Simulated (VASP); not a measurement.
# NaGeI3 (Pm-3m) in VASP: further runs, part 2 of 2

VASP 6.6.1. Earlier steps stand in the parts before.

**3. Relaxation of cell and atoms, r2SCAN+rVV10**

This run uses another cell than the first one, of 39.02 Å³/atom.

File POSCAR:

```
NaGeI3
1.0
    5.8000617926      0.0000000000      0.0000000000
    0.0000000000      5.8000617926      0.0000000000
    0.0000000000      0.0000000000      5.8000617926
Na Ge I
1 1 3
Direct
    0.0000000000      0.0000000000      0.0000000000
    0.5000000000      0.5000000000      0.5000000000
    0.5000000000      0.5000000000      0.0000000000
    0.5000000000      0.0000000000      0.5000000000
    0.0000000000      0.5000000000      0.5000000000
```

File INCAR.step1:

```
SYSTEM = NaGeI3
PREC     = Accurate       ! precision mode
ENCUT    = 600            ! plane-wave cutoff, eV
ISMEAR   = -1             ! smearing method
SIGMA    = 0.03           ! smearing width, eV
LREAL    = .False.        ! projectors in reciprocal space
LASPH    = .True.         ! aspherical terms in the spheres
NELM     = 60             ! most SCF steps
GGA      = PE             ! functional
ALGO     = Normal         ! electronic algorithm
EDIFF    = 1E-4           ! SCF threshold, eV
LWAVE    = .True.         ! write WAVECAR
LCHARG   = .False.        ! write CHGCAR
```

File INCAR.step2:

```
SYSTEM = NaGeI3
PREC     = Accurate       ! precision mode
ENCUT    = 600            ! plane-wave cutoff, eV
EDIFF    = 1E-7           ! SCF threshold, eV
ISMEAR   = -1             ! smearing method
SIGMA    = 0.03           ! smearing width, eV
LREAL    = .False.        ! projectors in reciprocal space
LASPH    = .True.         ! aspherical terms in the spheres
NELM     = 60             ! most SCF steps
ALGO     = Normal         ! electronic algorithm
ISIF     = 3              ! what is computed and relaxed
LWAVE    = .False.        ! write WAVECAR
LCHARG   = .False.        ! write CHGCAR
METAGGA  = R2SCAN         ! meta-GGA
LMIXTAU  = .True.       
LUSE_VDW = .True.       
IVDW_NL  = 2            
BPARAM   = 11.95        
CPARAM   = 0.0093       
IBRION   = 2              ! ionic algorithm
NSW      = 100            ! ionic steps
EDIFFG   = -0.01          ! ionic threshold
ISTART   = 1
```

File KPOINTS:

```
Automatic mesh
0
Gamma
  4 4 4
  0 0 0
```

Potentials or basis: VASP PAW PBE potentials, release 64 (Na_pv, Ge_d, I).

Command:

```
$ cat potpaw_PBE.64/Na_pv/POTCAR potpaw_PBE.64/Ge_d/POTCAR potpaw_PBE.64/I/POTCAR > POTCAR
$ cp INCAR.step1 INCAR
$ mpirun -np 1 vasp_std > vasp.out
$ cp INCAR.step2 INCAR
$ mpirun -np 1 vasp_std > vasp.out
```

OUTCAR:

```text
SYSTEM = NaGeI3
   PREC = Accurate
   ENCUT = 600
   EDIFF = 1E-7
   ISMEAR = -1
   LREAL = .False.
   LASPH = .True.
   NELM = 60
   ISIF = 3
   METAGGA = R2SCAN
   IVDW_NL = 2
   BPARAM = 11.95
   IBRION = 2
   NSW = 100
   EDIFFG = -0.01
   ISTART = 1

 ion  position               nearest neighbor table
   1  0.000  0.000  0.000-
   2  0.500  0.500  0.500-   3 2.90   4 2.90   5 2.90   3 2.90   4 2.90   5 2.90
   3  0.500  0.500  0.000-   2 2.90   2 2.90
   4  0.500  0.000  0.500-   2 2.90   2 2.90
   5  0.000  0.500  0.500-   2 2.90   2 2.90

  LATTYP: Found a simple cubic cell.
 ALAT       =     5.8000617926

  Lattice vectors:

 A1 = (   5.8000617926,   0.0000000000,   0.0000000000)
 A2 = (   0.0000000000,   5.8000617926,   0.0000000000)
 A3 = (   0.0000000000,   0.0000000000,   5.8000617926)

Analysis of symmetry for initial positions (statically):
=====================================================================
 Subroutine PRICEL returns:
 Original cell was already a primitive cell.

 Routine SETGRP: Setting up the symmetry group for a
 simple cubic supercell.

 Subroutine GETGRP returns: Found 48 space group operations
 (whereof 48 operations were pure point group operations)
 out of a pool of 48 trial point group operations.

The static configuration has the point symmetry O_h .

Analysis of symmetry for dynamics (positions and initial velocities):
=====================================================================
 Subroutine PRICEL returns:
 Original cell was already a primitive cell.

 Routine SETGRP: Setting up the symmetry group for a
 simple cubic supercell.

 Subroutine GETGRP returns: Found 48 space group operations
 (whereof 48 operations were pure point group operations)
 out of a pool of 48 trial point group operations.

The dynamic configuration has the point symmetry O_h .
[... 95 lines left out ...]
   NFREE  =      1    steps in history (QN), initial steepest desc. (CG)
   ISIF   =      3    stress and relaxation
   ISYM   =      2    0-nonsym 1-usesym 2-fastsym
   POTIM  = 0.5000    time-step for ionic-motion
   TEBEG  =    0.0;   TEEND  =   0.0 temperature during run
   PSTRESS=    0.0 pullay stress
   NELECT =      42.0000    total number of electrons
   NUPDOWN=      -1.0000    fix difference up-down
   EMIN   =  10.00;   EMAX   =-10.00  energy-range for DOS
   EFERMI =   0.00;   METHOD = LEGACY
   ISMEAR =    -1;   SIGMA  =   0.03  broadening in eV -4-tet -1-fermi 0-gaus
   EFERMI_NEDOS =   21; number of points for ismear=-14 and -15
   IALGO  =     38    algorithm
   IMIX   =      4    mixing-type and parameters
     AMIX     =   0.40;   BMIX     =  1.00
     AMIX_MAG =   1.60;   BMIX_MAG =  1.00
  volume/ion in A,a.u.               =      39.02       263.34
  Fermi-wavevector in a.u.,A,eV,Ry     =   0.981127  1.854062 13.097112  0.962611
  Thomas-Fermi vector in A             =   2.112110
   LORBIT       =      0    0 simple, 1 ext, 2 COOP (PROOUT), +10 PAW based schemes
   METAGGA = R2SCAN    functional components
   LHFCALC =     F    Hartree Fock is set to
   AEXX    =    0.0000 exact exchange contribution
   IVDW_NL    =     2    kernel type
   BPARAM     =11.9500
   IVDW    =     0    specifies the selected vdW correction
   LEPSILON=     F    determine dielectric tensor
   LRPA    =     F    only Hartree local field effects (RPA)
 conjugate gradient relaxation of ions
 non-spin polarized calculation
  energy-cutoff  :      600.00
  volume of cell :      195.12
 maximum number of plane-waves:      6619
 NGX is ok and might be reduce to    48
   NGX = 23   NGY = 23   NGZ = 23

--------------------------------------- Ionic step        1  -------------------------------------------

 number of electron      42.0000029 magnetization

 Free energy of the ion-electron system (eV)
  ---------------------------------------------------
  ext. energy  EPLUGINS =         0.00000000
  ---------------------------------------------------
  free energy    TOTEN  =       -92.52155777 eV

  energy without entropy =      -92.52133346  energy(sigma->0) =      -92.52144562

------------------------ aborting loop because EDIFF is reached ----------------------------------------

  FORCE on cell =-STRESS in cart. coord.  units (eV):
  Direction    XX          YY          ZZ          XY          YZ          ZX
  --------------------------------------------------------------------------------------
  -------------------------------------------------------------------------------------
  Total        0.6042015      0.6042015      0.6042015     -0.0000000     -0.0000000      0.0000000
  in kB        4.9612886      4.9612886      4.9612886     -0.0000000     -0.0000000      0.0000000
  external PRESSURE =       4.9612886 kB  Pullay stress =       0.0000000 kB
[... 65 lines left out ...]
--------------------------------------- Ionic step        3  -------------------------------------------

 number of electron      42.0000036 magnetization

 Free energy of the ion-electron system (eV)
  ---------------------------------------------------
  ext. energy  EPLUGINS =         0.00000000
  ---------------------------------------------------
  free energy    TOTEN  =       -92.52822416 eV

  energy without entropy =      -92.52816944  energy(sigma->0) =      -92.52819680

 E-fermi :   2.7598     XC(G=0):  -8.0061

 val. band max:        2.5953978313   @ k =   0.5000   0.5000   0.5000
 cond. band min:       2.9573756535   @ k =   0.5000   0.5000   0.5000
 fundamental gap:      0.3619778222
 Fermi energy:         2.7598446250

 k-point     1 :       0.0000    0.0000    0.0000
  band No.  band energies     occupation
      1     -23.9448      2.00000
      2     -23.9448      2.00000
      3     -23.9448      2.00000
      4     -23.5874      2.00000
      5     -23.5874      2.00000
      6     -23.5720      2.00000
[... 301 lines left out ...]
  FREE ENERGIE OF THE ION-ELECTRON SYSTEM (eV)
  ---------------------------------------------------
  free  energy   TOTEN  =       -92.5282241618 eV

  energy  without entropy=      -92.5281694400  energy(sigma->0) =      -92.52819680

 reached required accuracy - stopping structural energy minimisation
```

OSZICAR.step1:

```text
N       E                     dE             d eps       ncg     rms          rms(c)
DAV:   1     0.378295490023E+03    0.37830E+03   -0.20574E+04   578   0.222E+03
DAV:   2     0.403428114941E+02   -0.33795E+03   -0.33247E+03   589   0.511E+02
DAV:   3    -0.106647625925E+02   -0.51008E+02   -0.49174E+02   578   0.160E+02
DAV:   4    -0.132196188020E+02   -0.25549E+01   -0.25513E+01   595   0.399E+01
DAV:   5    -0.133084242682E+02   -0.88805E-01   -0.88754E-01   758   0.724E+00    0.502E+00
DAV:   6    -0.130504682540E+02    0.25796E+00   -0.39302E-01   619   0.383E+00    0.334E+00
DAV:   7    -0.129872944917E+02    0.63174E-01   -0.26895E-01   549   0.239E+00    0.986E-01
DAV:   8    -0.129802167211E+02    0.70778E-02   -0.36480E-02   536   0.151E+00    0.350E-01
DAV:   9    -0.129798828079E+02    0.33391E-03   -0.26881E-03   595   0.499E-01    0.149E-01
DAV:  10    -0.129798740941E+02    0.87138E-05   -0.12553E-03   528   0.285E-01    0.571E-02
DAV:  11    -0.129798654561E+02    0.86380E-05   -0.39965E-04   458   0.213E-01
   1 F= -.12979865E+02 E0= -.12979686E+02  d E =-.359356E-03
```

Wall time 9 min (1 thread of Intel Xeon 6975P-C (Granite Rapids), shared host); peak memory 0.78 GiB.

Results:

```yaml
Free_energy: -92.5282 eV
Relaxed_volume: 39.91 Å³/atom
Relaxed_cell: a = 5.844 Å, b = 5.844 Å, c = 5.844 Å, α = 90.00°, β = 90.00°, γ = 90.00°
Space_group_after_relaxing_to_0.1_Å: Pm-3m (No. 221)
Energy_gained_by_relaxing: 1.3 meV/atom
Ionic_steps: 3
Pressure_after_relaxing: 0.0 GPa
Band_gap_on_the_k_mesh: 0.36 eV
```

Step by step:
```csv
step,energy change (eV),largest force (eV/Å),pressure (GPa),volume (Å³)
1,0.0000,0.0000,0.50,195.12
2,-0.0064,0.0000,0.10,198.55
3,-0.0067,0.0000,0.00,199.56
```

Final structure:
```
Na Ge I
1.0
     5.84375    0.00000    0.00000
     0.00000    5.84375    0.00000
     0.00000    0.00000    5.84375
Na Ge I
1 1 3
Direct
  0.00000 0.00000 0.00000
  0.50000 0.50000 0.50000
  0.50000 0.50000 0.00000
  0.50000 0.00000 0.50000
  0.00000 0.50000 0.50000
```

Caveat: the PAW data sets were made with another functional, which shifts forces and pressure a little; spin-orbit coupling is left out, which moves the levels of the heavy elements. A k mesh can miss the band edges.
